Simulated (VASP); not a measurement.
# BaTiO3 (Amm2) in VASP: single point with PBEsol

Aim: the single point of BaTiO3 with PBEsol.

Program: VASP 6.6.1. These are calculated values, not measurements. Logs are shortened: lines on timing, memory, paths and dates and some standing lists are left out, and cuts for length are marked.

**1. The cell of the first run**

It takes space group Amm2 (No. 38, orthorhombic). Conventional cell: a = 3.950 Å, b = 5.657 Å, c = 5.677 Å, α = 90.00°, β = 90.00°, γ = 90.00°. Ba (site symmetry mm2) has 12 O at 2.75 to 2.93 Å and 8 Ti at 3.40 to 3.52 Å within 3.6 Å. Within 2.5 Å of Ti (site symmetry mm2) lie 6 O at 1.87 to 2.15 Å. O (site symmetry m) has 2 Ti at 1.87 to 2.15 Å within 2.5 Å. Within 2.6 Å of O (site symmetry mm2) lie 2 Ti at 1.98 Å.

**2. Single point, PBEsol**

File INCAR:

```
PREC = Accurate
ENCUT = 520
EDIFF = 1E-6
ISMEAR = 0
SIGMA = 0.02
LREAL = False
LASPH = True
NELM = 100
ALGO = Normal
ISIF = 2
LWAVE = False
LCHARG = False
GGA = PS
NBANDS = 28
```

File KPOINTS:

```
regular mesh
0
Gamma
  6 6 6
```

File POSCAR:

```
BaTiO3
1.0
    3.9499157002      0.0000000000      0.0000000000
    0.0000000000      2.8284515051      2.8386565182
    0.0000000000     -2.8284515051      2.8386565182
Ba Ti O
1 1 3
Direct
    0.0000000000      0.0036318847      0.0036318847
    0.5000000000      0.5164790836      0.5164790836
    0.5000000000      0.9814797485      0.4903218600
    0.5000000000      0.4903218600      0.9814797485
    0.0000000000      0.4879874233      0.4879874233
```

Potentials or basis: VASP PAW PBE potentials, release 64 (Ba_sv, Ti_sv, O).

On the command line:

```console
cat potpaw_PBE.64/Ba_sv/POTCAR potpaw_PBE.64/Ti_sv/POTCAR potpaw_PBE.64/O/POTCAR > POTCAR
mpirun -np 1 vasp_std > vasp.out
```

OUTCAR:

```text
PREC = Accurate
   ENCUT = 520
   EDIFF = 1E-6
   ISMEAR = 0
   LREAL = False
   LASPH = True
   NELM = 100
   ISIF = 2
   GGA = PS

 ion  position               nearest neighbor table
   1  0.000  0.004  0.004-   5 2.75   4 2.78   3 2.78   3 2.78   4 2.78   5 2.83   5 2.83   4 2.85
                             3 2.85   3 2.85   4 2.85   5 2.93   2 3.40   2 3.40   2 3.45   2 3.45
   2  0.500  0.516  0.516-   3 1.87   4 1.87   5 1.98   5 1.98   3 2.15   4 2.15   1 3.40   1 3.40
                             1 3.45   1 3.45   1 3.45   1 3.45   1 3.52   1 3.52
   3  0.500  0.981  0.490-   2 1.87   2 2.15   1 2.78   1 2.78   1 2.85   1 2.85
   4  0.500  0.490  0.981-   2 1.87   2 2.15   1 2.78   1 2.78   1 2.85   1 2.85
   5  0.000  0.488  0.488-   2 1.98   2 1.98   1 2.75   1 2.83   1 2.83   1 2.93

  LATTYP: Found a base centered orthorhombic cell.
 ALAT       =     5.6569030102
 B/A-ratio  =     1.0036079859
 C/A-ratio  =     0.6982470255

  Lattice vectors:

 A1 = (   0.0000000000,   2.8284515051,  -2.8386565182)
 A2 = (   0.0000000000,   2.8284515051,   2.8386565182)
 A3 = (   3.9499157002,   0.0000000000,   0.0000000000)

Analysis of symmetry for initial positions (statically):
=====================================================================
 Subroutine PRICEL returns:
 Original cell was already a primitive cell.

 Routine SETGRP: Setting up the symmetry group for a
 base centered orthorhombic supercell.

 Subroutine GETGRP returns: Found  4 space group operations
 (whereof  4 operations were pure point group operations)
 out of a pool of  8 trial point group operations.

The static configuration has the point symmetry C_2v.

Analysis of symmetry for dynamics (positions and initial velocities):
=====================================================================
 Subroutine PRICEL returns:
 Original cell was already a primitive cell.

 Routine SETGRP: Setting up the symmetry group for a
 base centered orthorhombic supercell.

 Subroutine GETGRP returns: Found  4 space group operations
 (whereof  4 operations were pure point group operations)
 out of a pool of  8 trial point group operations.

The dynamic configuration has the point symmetry C_2v.

 Subroutine INISYM returns: Found  4 space group operations
 (whereof  4 operations are pure point group operations),
 and found     1 'primitive' translations

----------------------------------------------------------------------------------------

                                     Primitive cell

  volume of cell :      63.4278

  direct lattice vectors                    reciprocal lattice vectors
     3.949915700  0.000000000  0.000000000     0.253169960  0.000000000  0.000000000
     0.000000000  2.828451505  2.838656518     0.000000000  0.176775172  0.176139662
     0.000000000 -2.828451505  2.838656518     0.000000000 -0.176775172  0.176139662

  length of vectors
     3.949915700  4.007257010  4.007257010     0.253169960  0.249548877  0.249548877

  position of ions in fractional coordinates (direct lattice)
     0.000000000  0.003631885  0.003631885
     0.500000000  0.516479084  0.516479084
     0.500000000  0.981479748  0.490321860
     0.500000000  0.490321860  0.981479748
     0.000000000  0.487987423  0.487987423

  ion indices of the primitive-cell ions
   primitive index   ion index
                 1           1
                 2           2
                 3           3
                 4           4
                 5           5

----------------------------------------------------------------------------------------

 KPOINTS: regular mesh

Automatic generation of k-mesh.
 Grid dimensions read from file:
 generate k-points for:    6    6    6

 Generating k-lattice:

  Cartesian coordinates                     Fractional coordinates (reciprocal lattice)
     0.042194993  0.000000000  0.000000000     0.166666667  0.000000000  0.000000000
     0.000000000  0.029462529  0.029356610     0.000000000  0.166666667 -0.000000000
     0.000000000 -0.029462529  0.029356610     0.000000000 -0.000000000  0.166666667

  Length of vectors
     0.042194993  0.041591479  0.041591479

  Shift w.r.t. Gamma in fractional coordinates (k-lattice)
     0.000000000  0.000000000  0.000000000

 Subroutine IBZKPT returns following result:
 ===========================================

 Found     52 irreducible k-points:

 Following reciprocal coordinates:
            Coordinates               Weight
  0.000000  0.000000  0.000000      1.000000
  0.166667  0.000000  0.000000      2.000000
  0.333333  0.000000  0.000000      2.000000
  0.500000  0.000000  0.000000      1.000000
  0.000000  0.166667 -0.000000      4.000000
  0.166667  0.166667 -0.000000      8.000000
[... 16 lines left out ...]
  0.333333  0.333333  0.166667      8.000000
  0.500000  0.333333  0.166667      4.000000
 [... further k-points ...]
   k-points           NKPTS =     52   k-points in BZ     NKDIM =     52   number of bands    NBANDS=     28
   number of dos      NEDOS =    301   number of ions     NIONS =      5
   total plane-waves  NPLWV =  27000
   dimension x,y,z NGX =    30 NGY =   30 NGZ =   30
   dimension x,y,z NGXF=    60 NGYF=   60 NGZF=   60
   ions per type =               1   1   3
   NGX,Y,Z   is equivalent  to a cutoff of  12.63, 12.45, 12.45 a.u.
   NGXF,Y,Z  is equivalent  to a cutoff of  25.25, 24.89, 24.89 a.u.
 SYSTEM =  unknown system
   PREC   = accura    normal or accurate (medium, high low for compatibility)
   ISTART =      0    job   : 0-new  1-cont  2-samecut
   ICHARG =      2    charge: 1-file 2-atom 10-const
   ISPIN  =      1    spin polarized calculation?
   LNONCOLLINEAR =      F non collinear calculations
   LSORBIT =      F    spin-orbit coupling
   LASPH  =      T    aspherical Exc in radial PAW
   ENCUT  =  520.0 eV  38.22 Ry    6.18 a.u.   7.34  7.45  7.45*2*pi/ulx,y,z
   NELM   =    100;   NELMIN=  2; NELMDL= -5     # of ELM steps
   EDIFF  = 0.1E-05   stopping-criterion for ELM
   LREAL  =      F    real-space projection
   EDIFFG = 0.1E-04   stopping-criterion for IOM
   NSW    =      0    number of steps for IOM
   IBRION =     -1    ionic relax: 0-MD 1-quasi-New 2-CG
   NFREE  =      0    steps in history (QN), initial steepest desc. (CG)
   ISIF   =      2    stress and relaxation
   ISYM   =      2    0-nonsym 1-usesym 2-fastsym
   POTIM  = 0.5000    time-step for ionic-motion
   TEBEG  =    0.0;   TEEND  =   0.0 temperature during run
   PSTRESS=    0.0 pullay stress
   NELECT =      40.0000    total number of electrons
   NUPDOWN=      -1.0000    fix difference up-down
   EMIN   =  10.00;   EMAX   =-10.00  energy-range for DOS
   EFERMI =   0.00;   METHOD = LEGACY
   ISMEAR =     0;   SIGMA  =   0.02  broadening in eV -4-tet -1-fermi 0-gaus
   EFERMI_NEDOS =   21; number of points for ismear=-14 and -15
   IALGO  =     38    algorithm
   IMIX   =      4    mixing-type and parameters
     AMIX     =   0.40;   BMIX     =  1.00
     AMIX_MAG =   1.60;   BMIX_MAG =  1.00
  volume/ion in A,a.u.               =      12.69        85.61
  Fermi-wavevector in a.u.,A,eV,Ry     =   1.403896  2.652979 26.816060  1.970925
  Thomas-Fermi vector in A             =   2.526512
   LORBIT       =      0    0 simple, 1 ext, 2 COOP (PROOUT), +10 PAW based schemes
   GGA     = PS    functional components
   LHFCALC =     F    Hartree Fock is set to
   AEXX    =    0.0000 exact exchange contribution
   IVDW    =     0    specifies the selected vdW correction
   LEPSILON=     F    determine dielectric tensor
   LRPA    =     F    only Hartree local field effects (RPA)
 non-spin polarized calculation
 Gauss-broadening in eV      SIGMA  =   0.02
  energy-cutoff  :      520.00
  volume of cell :       63.43
 maximum number of plane-waves:      1743
 NGX is ok and might be reduce to    30
   NGX = 15   NGY = 15   NGZ = 15

 number of electron      39.9999995 magnetization

 Free energy of the ion-electron system (eV)
  ---------------------------------------------------
  ext. energy  EPLUGINS =         0.00000000
  ---------------------------------------------------
  free energy    TOTEN  =       -42.00169295 eV

  energy without entropy =      -42.00169295  energy(sigma->0) =      -42.00169295

 E-fermi :   3.9727     XC(G=0): -11.5617

 val. band max:        3.7706389940   @ k =   0.5000   0.5000   0.5000
 cond. band min:       5.8573742727   @ k =   0.0000   0.0000   0.0000
 fundamental gap:      2.0867352787
 Fermi energy:         3.9727393758

 k-point     1 :       0.0000    0.0000    0.0000
  band No.  band energies     occupation
      1     -52.3309      2.00000
      2     -28.7135      2.00000
      3     -28.7080      2.00000
      4     -28.6654      2.00000
      5     -20.9919      2.00000
      6     -13.0607      2.00000
[... 20 lines left out ...]
     27       8.7747      0.00000
     28      11.0255      0.00000

 k-point     2 :       0.1667    0.0000    0.0000
  band No.  band energies     occupation
      1     -52.3305      2.00000
      2     -28.7129      2.00000
      3     -28.7073      2.00000
      4     -28.6816      2.00000
      5     -20.9579      2.00000
      6     -13.0880      2.00000
[... 20 lines left out ...]
     27       9.3047      0.00000
     28      11.7011      0.00000

 k-point     3 :       0.3333    0.0000    0.0000
  band No.  band energies     occupation
      1     -52.3298      2.00000
      2     -28.7138      2.00000
      3     -28.7116      2.00000
      4     -28.7058      2.00000
      5     -20.8881      2.00000
      6     -13.2333      2.00000
[... 20 lines left out ...]
     27      10.5165      0.00000
     28      12.0380      0.00000

 k-point     4 :       0.5000    0.0000    0.0000
  band No.  band energies     occupation
      1     -52.3295      2.00000
      2     -28.7295      2.00000
      3     -28.7110      2.00000
      4     -28.7053      2.00000
      5     -20.8524      2.00000
      6     -13.3286      2.00000
[... 578 lines left out ...]
     27      11.2269      0.00000
     28      12.2502      0.00000

 k-point    23 :       0.3333    0.3333    0.1667
  band No.  band energies     occupation
      1     -52.3288      2.00000
      2     -28.7485      2.00000
      3     -28.7203      2.00000
      4     -28.7103      2.00000
      5     -20.8026      2.00000
      6     -12.8350      2.00000
[... 20 lines left out ...]
     27      11.9906      0.00000
     28      12.1457      0.00000

 k-point    24 :       0.5000    0.3333    0.1667
  band No.  band energies     occupation
      1     -52.3285      2.00000
      2     -28.7476      2.00000
      3     -28.7259      2.00000
      4     -28.7195      2.00000
      5     -20.7775      2.00000
      6     -12.7831      2.00000
[... 20 lines left out ...]
     27      11.9583      0.00000
     28      12.3771      0.00000

 [... further k-points ...]
[... 5 lines left out ...]
  --------------------------------------------------------------------------------------
  -------------------------------------------------------------------------------------
  Total        0.7541997      0.7780951      0.7693272      0.0000000      0.0000000      0.0000000
  in kB       19.0509886     19.6545851     19.4331089      0.0000000      0.0000000      0.0000000
  external PRESSURE =      19.3795609 kB  Pullay stress =       0.0000000 kB

 VOLUME and BASIS-vectors are now :
 -----------------------------------------------------------------------------
  energy-cutoff  :      520.00
  volume of cell :       63.43
      direct lattice vectors                 reciprocal lattice vectors
     3.949915700  0.000000000  0.000000000     0.253169960  0.000000000  0.000000000
     0.000000000  2.828451505  2.838656518     0.000000000  0.176775172  0.176139662
     0.000000000 -2.828451505  2.838656518     0.000000000 -0.176775172  0.176139662

 POSITION                                       TOTAL-FORCE (eV/Angst)
 -----------------------------------------------------------------------------------
      0.00000      0.00000      0.02062         0.000000      0.000000     -0.035788
      1.97496      0.00000      2.93221         0.000000      0.000000     -0.055800
      1.97496      1.38922      4.17794         0.000000      0.016420      0.035049
      1.97496     -1.38922      4.17794         0.000000     -0.016420      0.035049
      0.00000      0.00000      2.77046         0.000000      0.000000      0.021489
 -----------------------------------------------------------------------------------
    total drift:                                0.000000      0.000001      0.000409

  FREE ENERGIE OF THE ION-ELECTRON SYSTEM (eV)
  ---------------------------------------------------
  free  energy   TOTEN  =       -42.0016929513 eV

  energy  without entropy=      -42.0016929513  energy(sigma->0) =      -42.00169295
```

Wall time 1.9 min (1 thread of Intel Xeon 8259CL, shared host); peak memory 0.23 GiB.

What came out:

- Free energy: -42.0017 eV
- Pressure: 1.9 GPa
- Largest force: 0.056 eV/Å
- Band gap on the k mesh: 2.09 eV (least direct gap 2.44 eV)

Forces on the atoms (eV/Å):
```
Ba   0.000  0.000 -0.036
Ti   0.000  0.000 -0.056
O    0.000  0.016  0.035
O    0.000 -0.016  0.035
O    0.000  0.000  0.021
```

Caveat: the PAW data sets were made with another functional, which shifts forces and pressure a little; spin-orbit coupling is left out, which moves the levels of the heavy elements. A k mesh can miss the band edges.
